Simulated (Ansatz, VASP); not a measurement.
# One calculation of SiO2, two programs

The input POSCAR:

```
SiO2
1.0
    4.0177812467      0.0000000000      0.0000000000
    0.0000000000      4.0177812467      0.0000000000
    0.0000000000      0.0000000000      2.5620862953
Si O
2 4
Direct
    0.0000000000      0.0000000000      0.0000000000
    0.5000000000      0.5000000000      0.5000000000
    0.3024450714      0.3024450714      0.0000000000
    0.1975549286      0.8024450714      0.5000000000
    0.8024450714      0.1975549286      0.5000000000
    0.6975549286      0.6975549286      0.0000000000
```

INCAR.step1

```
SYSTEM = SiO2
ALGO = Normal
EDIFF = 1E-4
ENCUT = 520
GGA = PE
ISMEAR = 0
LASPH = .TRUE.
LCHARG = .FALSE.
LREAL = .FALSE.
LWAVE = .TRUE.
NBANDS = 25
NELM = 80
PREC = Accurate
SIGMA = 0.01
```

INCAR.step2

```
SYSTEM = SiO2
ALGO = Normal
EDIFF = 1E-7
ENCUT = 520
ISIF = 2
ISMEAR = 0
ISTART = 1
LASPH = .TRUE.
LCHARG = .FALSE.
LMIXTAU = .TRUE.
LREAL = .FALSE.
LWAVE = .FALSE.
METAGGA = R2SCAN
NBANDS = 25
NELM = 80
PREC = Accurate
SIGMA = 0.01
```

Contents of KPOINTS:

```
k-points
0
G
  6 6 10
  0 0 0
```

Input for Ansatz:

```yaml
crystal:
  lattice:
    - [4.0177812467, 0.0, 0.0]
    - [0.0, 4.0177812467, 0.0]
    - [0.0, 0.0, 2.5620862953]
  atoms:
    - { symbol: Si, position: [0.0, 0.0, 0.0] }
    - { symbol: Si, position: [0.5, 0.5, 0.5] }
    - { symbol: O, position: [0.3024450714, 0.3024450714, 0.0] }
    - { symbol: O, position: [0.1975549286, 0.8024450714, 0.5] }
    - { symbol: O, position: [0.8024450714, 0.1975549286, 0.5] }
    - { symbol: O, position: [0.6975549286, 0.6975549286, 0.0] }
kpoints:
  mp_grid: { grid: [6, 6, 10] }
  band_path:
    path:
      - [0.0, 0.0, 0.0]
      - [0.0, 0.5, 0.0]
      - [0.5, 0.5, 0.0]
      - [0.0, 0.0, 0.5]
      - [0.0, 0.5, 0.5]
      - [0.5, 0.5, 0.5]
    npoints: 1
hamiltonian:
  xc: r2scan
scf:
  occupations: { method: fixed }
  n_extra_bands: 5
output:
  forces: true
  stress: true
  eigenvalues: true
```

Change from the starting cell: hydrostatic strain -4.0%.

Alike in both runs: task single point; functional r2SCAN; k mesh 6 × 6 × 10; no spin polarisation.

|  | VASP | Ansatz |
| --- | --- | --- |
| version | VASP 6.6.1 | Ansatz 0.2.0 |
| potentials or method | VASP PAW PBE potentials, release 64 (Si, O) | plane waves, PAW |
| plane-wave cutoff (eV) | 520 | 500 |
| occupations | gaussian, width 0.01 eV | fixed |
| valence electrons in the cell | 32 | 32 |

```csv
,VASP,Ansatz,Ansatz less VASP
gap on the k mesh at the Fermi level (eV),8.14,8.18,+0.034
pressure (GPa),51.4,50.5,-0.83
"traceless stress, the component that is largest in VASP (GPa)",8.16,7.43,-0.733
rms of the force components (eV/Å),0.011,0.000,-0.0114
```

VASP's potentials were made for PBE, not for r2SCAN. Atom by atom the forces differ by 0.011 eV/Å (rms over components). Both programs put the cell under a high pressure, so it lies far from rest at this level.
